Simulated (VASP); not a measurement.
# IrS (F-43m) in VASP: a series of runs

The runs below take IrS through single point, with LDA, PBE.

All numbers are computed with VASP 6.6.1; they aren't measurements. Logs are shortened: lines on timing, memory, paths and dates and some standing lists are left out, and cuts for length are marked.

**1. The cell of the first run**

It takes space group F-43m (No. 216, cubic). Conventional cell: a = 5.273 Å, b = 5.273 Å, c = 5.273 Å, α = 90.00°, β = 90.00°, γ = 90.00°. Within 3.0 Å of Ir (site symmetry -43m) lie 4 S at 2.28 Å. Within 3.0 Å of S (site symmetry -43m) lie 4 Ir at 2.28 Å.

**2. Single point, LDA**

The input, INCAR:

```
ALGO = Normal
EDIFF = 1E-7
ENCUT = 520
ISIF = 2
ISMEAR = 0
LASPH = T
LCHARG = F
LREAL = F
LWAVE = F
NBANDS = 14
NELM = 60
PREC = Accurate
SIGMA = 0.05
```

The input, KPOINTS:

```
k-points
0
Gamma
  10 10 10
```

The input, POSCAR:

```
IrS
1.0
    0.0000000000      2.6364931245      2.6364931245
    2.6364931245      0.0000000000      2.6364931245
    2.6364931245      2.6364931245      0.0000000000
Ir S
1 1
Direct
    0.0000000000      0.0000000000      0.0000000000
    0.2500000000      0.2500000000      0.2500000000
```

Potentials or basis: VASP PAW LDA potentials, release 64 (Ir, S).

The run is started by

```console
> cat potpaw_LDA.64/Ir/POTCAR potpaw_LDA.64/S/POTCAR > POTCAR
> mpirun -np 1 vasp_std > vasp.out
```

OUTCAR:

```text
EDIFF = 1E-7
   ENCUT = 520
   ISIF = 2
   ISMEAR = 0
   LASPH = T
   LREAL = F
   NELM = 60
   PREC = Accurate

 ion  position               nearest neighbor table
   1  0.000  0.000  0.000-   2 2.28   2 2.28   2 2.28   2 2.28
   2  0.250  0.250  0.250-   1 2.28   1 2.28   1 2.28   1 2.28

  LATTYP: Found a face centered cubic cell.
 ALAT       =     5.2729862490

  Lattice vectors:

 A1 = (   0.0000000000,   2.6364931245,   2.6364931245)
 A2 = (   2.6364931245,   0.0000000000,   2.6364931245)
 A3 = (   2.6364931245,   2.6364931245,   0.0000000000)

Analysis of symmetry for initial positions (statically):
=====================================================================
 Subroutine PRICEL returns:
 Original cell was already a primitive cell.

 Routine SETGRP: Setting up the symmetry group for a
 face centered cubic supercell.

 Subroutine GETGRP returns: Found 24 space group operations
 (whereof 24 operations were pure point group operations)
 out of a pool of 48 trial point group operations.

The static configuration has the point symmetry T_d .

Analysis of symmetry for dynamics (positions and initial velocities):
=====================================================================
 Subroutine PRICEL returns:
 Original cell was already a primitive cell.

 Routine SETGRP: Setting up the symmetry group for a
 face centered cubic supercell.

 Subroutine GETGRP returns: Found 24 space group operations
 (whereof 24 operations were pure point group operations)
 out of a pool of 48 trial point group operations.

The dynamic configuration has the point symmetry T_d .

 Subroutine INISYM returns: Found 24 space group operations
 (whereof 24 operations are pure point group operations),
 and found     1 'primitive' translations

----------------------------------------------------------------------------------------

                                     Primitive cell

  volume of cell :      36.6530

  direct lattice vectors                    reciprocal lattice vectors
     0.000000000  2.636493124  2.636493124    -0.189645858  0.189645858  0.189645858
     2.636493124  0.000000000  2.636493124     0.189645858 -0.189645858  0.189645858
     2.636493124  2.636493124  0.000000000     0.189645858  0.189645858 -0.189645858

  length of vectors
     3.728564334  3.728564334  3.728564334     0.328476261  0.328476261  0.328476261

  position of ions in fractional coordinates (direct lattice)
     0.000000000  0.000000000  0.000000000
     0.250000000  0.250000000  0.250000000

  ion indices of the primitive-cell ions
   primitive index   ion index
                 1           1
                 2           2

----------------------------------------------------------------------------------------

 KPOINTS: k-points

Automatic generation of k-mesh.
 Grid dimensions read from file:
 generate k-points for:   10   10   10

 Generating k-lattice:

  Cartesian coordinates                     Fractional coordinates (reciprocal lattice)
    -0.018964586  0.018964586  0.018964586     0.100000000  0.000000000  0.000000000
     0.018964586 -0.018964586  0.018964586     0.000000000  0.100000000  0.000000000
     0.018964586  0.018964586 -0.018964586     0.000000000  0.000000000  0.100000000

  Length of vectors
     0.032847626  0.032847626  0.032847626

  Shift w.r.t. Gamma in fractional coordinates (k-lattice)
     0.000000000  0.000000000  0.000000000

 Subroutine IBZKPT returns following result:
 ===========================================

 Found     47 irreducible k-points:

 Following reciprocal coordinates:
            Coordinates               Weight
  0.000000  0.000000  0.000000      1.000000
  0.100000  0.000000  0.000000      8.000000
  0.200000  0.000000  0.000000      8.000000
  0.300000  0.000000  0.000000      8.000000
  0.400000  0.000000  0.000000      8.000000
  0.500000  0.000000  0.000000      4.000000
[... 16 lines left out ...]
  0.300000  0.300000  0.000000      6.000000
  0.400000  0.300000  0.000000     24.000000
 [... further k-points ...]
   k-points           NKPTS =     47   k-points in BZ     NKDIM =     47   number of bands    NBANDS=     14
   number of dos      NEDOS =    301   number of ions     NIONS =      2
   total plane-waves  NPLWV =  21952
   dimension x,y,z NGX =    28 NGY =   28 NGZ =   28
   dimension x,y,z NGXF=    56 NGYF=   56 NGZF=   56
   ions per type =               1   1
   NGX,Y,Z   is equivalent  to a cutoff of  12.48, 12.48, 12.48 a.u.
   NGXF,Y,Z  is equivalent  to a cutoff of  24.97, 24.97, 24.97 a.u.
 SYSTEM =  unknown system
   PREC   = accura    normal or accurate (medium, high low for compatibility)
   ISTART =      0    job   : 0-new  1-cont  2-samecut
   ICHARG =      2    charge: 1-file 2-atom 10-const
   ISPIN  =      1    spin polarized calculation?
   LNONCOLLINEAR =      F non collinear calculations
   LSORBIT =      F    spin-orbit coupling
   LASPH  =      T    aspherical Exc in radial PAW
   ENCUT  =  520.0 eV  38.22 Ry    6.18 a.u.   6.93  6.93  6.93*2*pi/ulx,y,z
   NELM   =     60;   NELMIN=  2; NELMDL= -5     # of ELM steps
   EDIFF  = 0.1E-06   stopping-criterion for ELM
   LREAL  =      F    real-space projection
   EDIFFG = 0.1E-05   stopping-criterion for IOM
   NSW    =      0    number of steps for IOM
   IBRION =     -1    ionic relax: 0-MD 1-quasi-New 2-CG
   NFREE  =      0    steps in history (QN), initial steepest desc. (CG)
   ISIF   =      2    stress and relaxation
   ISYM   =      2    0-nonsym 1-usesym 2-fastsym
   POTIM  = 0.5000    time-step for ionic-motion
   TEBEG  =    0.0;   TEEND  =   0.0 temperature during run
   PSTRESS=    0.0 pullay stress
   NELECT =      15.0000    total number of electrons
   NUPDOWN=      -1.0000    fix difference up-down
   EMIN   =  10.00;   EMAX   =-10.00  energy-range for DOS
   EFERMI =   0.00;   METHOD = LEGACY
   ISMEAR =     0;   SIGMA  =   0.05  broadening in eV -4-tet -1-fermi 0-gaus
   EFERMI_NEDOS =   21; number of points for ismear=-14 and -15
   IALGO  =     38    algorithm
   IMIX   =      4    mixing-type and parameters
     AMIX     =   0.40;   BMIX     =  1.00
     AMIX_MAG =   1.60;   BMIX_MAG =  1.00
  volume/ion in A,a.u.               =      18.33       123.67
  Fermi-wavevector in a.u.,A,eV,Ry     =   1.215445  2.296858 20.099973  1.477306
  Thomas-Fermi vector in A             =   2.350832
   LORBIT       =      0    0 simple, 1 ext, 2 COOP (PROOUT), +10 PAW based schemes
   GGA     = CA    functional components
   LHFCALC =     F    Hartree Fock is set to
   AEXX    =    0.0000 exact exchange contribution
   IVDW    =     0    specifies the selected vdW correction
   LEPSILON=     F    determine dielectric tensor
   LRPA    =     F    only Hartree local field effects (RPA)
 non-spin polarized calculation
 Gauss-broadening in eV      SIGMA  =   0.05
  energy-cutoff  :      520.00
  volume of cell :       36.65
 maximum number of plane-waves:       999
   NGX = 13   NGY = 13   NGZ = 13

 number of electron      15.0000002 magnetization

 Free energy of the ion-electron system (eV)
  ---------------------------------------------------
  ext. energy  EPLUGINS =         0.00000000
  ---------------------------------------------------
  free energy    TOTEN  =       -14.85427599 eV

  energy without entropy =      -14.85238033  energy(sigma->0) =      -14.85332816

 E-fermi :   6.8011     XC(G=0): -11.2891

 val. band max:        6.7989035659   @ k =  -0.4000   0.4000   0.1000
 cond. band min:       6.8625773190   @ k =   0.4000   0.3000   0.1000
 fundamental gap:      0.0636737532
 Fermi energy:         6.8010797648

 k-point     1 :       0.0000    0.0000    0.0000
  band No.  band energies     occupation
      1      -9.1841      2.00000
      2      -0.0773      2.00000
      3      -0.0773      2.00000
      4      -0.0773      2.00000
      5       3.8933      2.00000
      6       3.8933      2.00000
      7       7.5891      0.00000
      8       9.7682      0.00000
      9       9.7682      0.00000
     10       9.7682      0.00000
     11      13.7449      0.00000
     12      13.7449      0.00000
     13      13.7449      0.00000
     14      19.6400      0.00000

 k-point     2 :       0.1000    0.0000    0.0000
  band No.  band energies     occupation
      1      -9.0979      2.00000
      2      -0.1854      2.00000
      3      -0.0249      2.00000
      4      -0.0249      2.00000
      5       3.8641      2.00000
      6       3.8641      2.00000
      7       7.8382      0.00000
      8       9.3575      0.00000
      9       9.6460      0.00000
     10       9.6460      0.00000
     11      13.3476      0.00000
     12      13.8878      0.00000
     13      13.8878      0.00000
     14      19.9083      0.00000

 k-point     3 :       0.2000    0.0000    0.0000
  band No.  band energies     occupation
      1      -8.8658      2.00000
      2      -0.4078      2.00000
      3       0.1063      2.00000
      4       0.1063      2.00000
      5       3.8340      2.00000
      6       3.8340      2.00000
      7       7.5517      0.00000
      8       9.1602      0.00000
      9       9.2382      0.00000
     10       9.2382      0.00000
     11      12.8700      0.00000
     12      14.2935      0.00000
     13      14.2935      0.00000
     14      19.3374      0.00000

 k-point     4 :       0.3000    0.0000    0.0000
  band No.  band energies     occupation
      1      -8.5654      2.00000
      2      -0.5659      2.00000
      3       0.2509      2.00000
      4       0.2509      2.00000
      5       3.9116      2.00000
      6       3.9116      2.00000
      7       6.1410      2.00000
      8       8.5786      0.00000
      9       8.5786      0.00000
     10       9.7263      0.00000
     11      13.1441      0.00000
     12      14.8029      0.00000
     13      14.8029      0.00000
     14      19.3257      0.00000

 k-point     5 :       0.4000    0.0000    0.0000
  band No.  band energies     occupation
      1      -8.3111      2.00000
      2      -0.5819      2.00000
      3       0.3479      2.00000
      4       0.3479      2.00000
      5       4.1108      2.00000
      6       4.1108      2.00000
      7       4.9217      2.00000
      8       7.9058      0.00000
      9       7.9058      0.00000
     10       9.9025      0.00000
     11      14.2687      0.00000
[... 276 lines left out ...]
 k-point    22 :      -0.2000    0.2000    0.0000
  band No.  band energies     occupation
      1      -8.4612      2.00000
      2      -0.5402      2.00000
      3       0.2256      2.00000
      4       0.3489      2.00000
      5       3.5759      2.00000
      6       4.1888      2.00000
      7       6.0599      2.00000
      8       7.2051      0.00000
      9       8.9596      0.00000
     10      10.7975      0.00000
     11      13.1359      0.00000
     12      14.0503      0.00000
     13      14.7662      0.00000
     14      18.7729      0.00000

 k-point    23 :       0.3000    0.3000    0.0000
  band No.  band energies     occupation
      1      -8.3538      2.00000
      2      -0.9929      2.00000
      3       0.6861      2.00000
      4       0.6861      2.00000
      5       3.0791      2.00000
      6       4.4329      2.00000
      7       6.9655      0.00000
      8       7.0239      0.00000
      9       7.0239      0.00000
     10      10.8472      0.00000
     11      12.4755      0.00000
     12      16.2673      0.00000
     13      16.2673      0.00000
     14      16.7600      0.00000

 k-point    24 :       0.4000    0.3000    0.0000
  band No.  band energies     occupation
      1      -8.1505      2.00000
      2      -1.0355      2.00000
      3       0.8273      2.00000
      4       0.8809      2.00000
      5       3.1538      2.00000
      6       4.5266      2.00000
      7       5.4778      2.00000
      8       6.5392      2.00000
      9       6.9377      0.00011
     10      11.6436      0.00000
     11      12.7500      0.00000
     12      15.8017      0.00000
     13      16.6458      0.00000
     14      17.8893      0.00000

 [... further k-points ...]

------------------------ aborting loop because EDIFF is reached ----------------------------------------

  FORCE on cell =-STRESS in cart. coord.  units (eV):
  Direction    XX          YY          ZZ          XY          YZ          ZX
  --------------------------------------------------------------------------------------
  -------------------------------------------------------------------------------------
  Total       -1.6959523     -1.6959523     -1.6959523      0.0000000      0.0000000      0.0000000
  in kB      -74.1334635    -74.1334635    -74.1334635      0.0000000      0.0000000      0.0000000
  external PRESSURE =     -74.1334635 kB  Pullay stress =       0.0000000 kB

 VOLUME and BASIS-vectors are now :
 -----------------------------------------------------------------------------
  energy-cutoff  :      520.00
  volume of cell :       36.65
      direct lattice vectors                 reciprocal lattice vectors
     0.000000000  2.636493124  2.636493124    -0.189645858  0.189645858  0.189645858
     2.636493124  0.000000000  2.636493124     0.189645858 -0.189645858  0.189645858
     2.636493124  2.636493124  0.000000000     0.189645858  0.189645858 -0.189645858

 POSITION                                       TOTAL-FORCE (eV/Angst)
 -----------------------------------------------------------------------------------
      0.00000      0.00000      0.00000         0.000000      0.000000      0.000000
      1.31825      1.31825      1.31825        -0.000000     -0.000000     -0.000000
 -----------------------------------------------------------------------------------
    total drift:                               -0.000000     -0.000000     -0.000000

  FREE ENERGIE OF THE ION-ELECTRON SYSTEM (eV)
  ---------------------------------------------------
  free  energy   TOTEN  =       -14.8542759895 eV

  energy  without entropy=      -14.8523803264  energy(sigma->0) =      -14.85332816
```

Run time: 32 s. Hardware: 1 thread of Intel Xeon 8259CL, shared host; peak memory 0.15 GiB.

Results:

- Free energy: -14.8543 eV
- Pressure: -7.4 GPa
- Band gap on the k mesh: zero (an odd number of electrons rules out a gap without spin polarisation)

Caveat: the cell stands under tension; spin-orbit coupling is left out, which moves the levels of the heavy elements.

**3. Single point, PBE (18.69 Å³/atom)**

This run uses another cell than the first one, of 18.69 Å³/atom.

The input, INCAR:

```
SYSTEM = IrS
PREC = Accurate
ENCUT = 520
EDIFF = 1E-6
ISMEAR = 0
SIGMA = 0.05
LREAL = .False.
LASPH = .True.
NELM = 100
ALGO = Normal
ISIF = 2
LWAVE = .False.
LCHARG = .True.
GGA = PE
LELF = .True.
LVHAR = .True.
NBANDS = 14
```

The input, KPOINTS:

```
Automatic mesh
0
Gamma
  10 10 10
  0 0 0
```

The input, POSCAR:

```
IrS
1.0
    0.0000000000      2.6539538527      2.6539538527
    2.6539538527      0.0000000000      2.6539538527
    2.6539538527      2.6539538527      0.0000000000
Ir S
1 1
Direct
    0.0000000000      0.0000000000      0.0000000000
    0.2500000000      0.2500000000      0.2500000000
```

Potentials or basis: VASP PAW PBE potentials, release 64 (Ir, S).

The run is started by

```console
> cat potpaw_PBE.64/Ir/POTCAR potpaw_PBE.64/S/POTCAR > POTCAR
> mpirun -np 1 vasp_std > vasp.out
```

Wall time 38 s (1 thread of Intel Xeon 8259CL, shared host); peak memory 0.17 GiB.

Results (log left out):

| Item | Value |
| --- | --- |
| Free energy | -12.7531 eV |
| Pressure | -2.4 GPa |
| Band gap on the k mesh | zero (an odd number of electrons rules out a gap without spin polarisation) |

Levels at points of the mesh, in eV from the Fermi level:
| k point | band 3 | band 4 | band 5 | band 6 | band 7 | band 8 | band 9 | band 10 | band 11 | band 12 |
| --- | --- | --- | --- | --- | --- | --- | --- | --- | --- | --- |
| (0.00, 0.00, 0.00) | -6.75 | -6.75 | -2.83 | -2.83 | 0.83 | 2.89 | 2.89 | 2.89 | 6.92 | 6.92 |
| (0.50, 0.00, 0.00) | -6.31 | -6.31 | -2.49 | -2.49 | -2.26 | 0.79 | 0.79 | 3.16 | 8.23 | 8.41 |
| (0.50, 0.50, 0.00) | -5.40 | -5.40 | -3.23 | -2.34 | -2.00 | -1.17 | -1.17 | 5.58 | 6.23 | 9.89 |

Caveat: spin-orbit coupling is left out, which moves the levels of the heavy elements.

**4. Single point, PBE (19.06 Å³/atom)**

This run uses another cell than the first one, of 19.06 Å³/atom.

The input, INCAR:

```
PREC     = Accurate       # precision mode
ENCUT    = 520            # plane-wave cutoff, eV
EDIFF    = 1E-6           # SCF threshold, eV
ISMEAR   = 0              # smearing method
SIGMA    = 0.05           # smearing width, eV
LREAL    = F              # projectors in reciprocal space
LASPH    = T              # aspherical terms in the spheres
NELM     = 60             # most SCF steps
ALGO     = Normal         # electronic algorithm
ISIF     = 2              # what is computed and relaxed
LWAVE    = F              # write WAVECAR
LCHARG   = F              # write CHGCAR
GGA      = PE             # functional
NBANDS   = 14             # bands
```

The input, KPOINTS:

```
regular mesh
0
Gamma
  10 10 10
```

The input, POSCAR:

```
IrS
1.0
    0.0000000000      2.6711878022      2.6711878022
    2.6711878022      0.0000000000      2.6711878022
    2.6711878022      2.6711878022      0.0000000000
Ir S
1 1
Direct
    0.0000000000      0.0000000000      0.0000000000
    0.2500000000      0.2500000000      0.2500000000
```

The run is started by

```console
> cat potpaw_PBE.64/Ir/POTCAR potpaw_PBE.64/S/POTCAR > POTCAR
> mpirun -np 1 vasp_std > vasp.out
```

Run time: 36 s. Hardware: 1 thread of Intel Xeon 8259CL, shared host; peak memory 0.17 GiB.

Results (log left out):

| Property | Result |
| --- | --- |
| Free energy | -12.7361 eV |
| Pressure | -5.1 GPa |
| Band gap on the k mesh | zero (an odd number of electrons rules out a gap without spin polarisation) |

Levels at points of the mesh, in eV from the Fermi level:
```tsv
k point	band 3	band 4	band 5	band 6	band 7	band 8	band 9	band 10	band 11	band 12
(0.00, 0.00, 0.00)	-6.61	-6.61	-2.74	-2.74	0.79	2.81	2.81	2.81	6.90	6.90
(0.50, 0.00, 0.00)	-6.18	-6.18	-2.41	-2.41	-2.19	0.78	0.78	3.13	8.14	8.35
(0.50, 0.50, 0.00)	-5.30	-5.30	-3.11	-2.28	-1.94	-1.12	-1.12	5.49	6.14	9.77
```

Caveat: the cell stands under tension; spin-orbit coupling is left out, which moves the levels of the heavy elements.

**5. Overview**

```csv
level,potentials or basis,cell,gap on the mesh (eV),pressure (GPa)
LDA,"VASP PAW LDA potentials, release 64 (Ir, S)","a = 3.729 Å, angles 60.0°, 2 atoms",none,-7.4
PBE,"VASP PAW PBE potentials, release 64 (Ir, S)","a = 3.753 Å, angles 60.0°, 2 atoms",none,-2.4
PBE,"VASP PAW PBE potentials, release 64 (Ir, S)","a = 3.778 Å, angles 60.0°, 2 atoms",none,-5.1
```

Alike in all rows: task single point; no spin polarisation; k mesh 10 × 10 × 10; cutoff (eV) 520; smearing gaussian 0.05 eV.

Caveats: spin-orbit coupling is left out, which moves the levels of the heavy elements; the cell stands under tension (at least some runs).

Absolute energies hang on the potentials; compare differences alone.
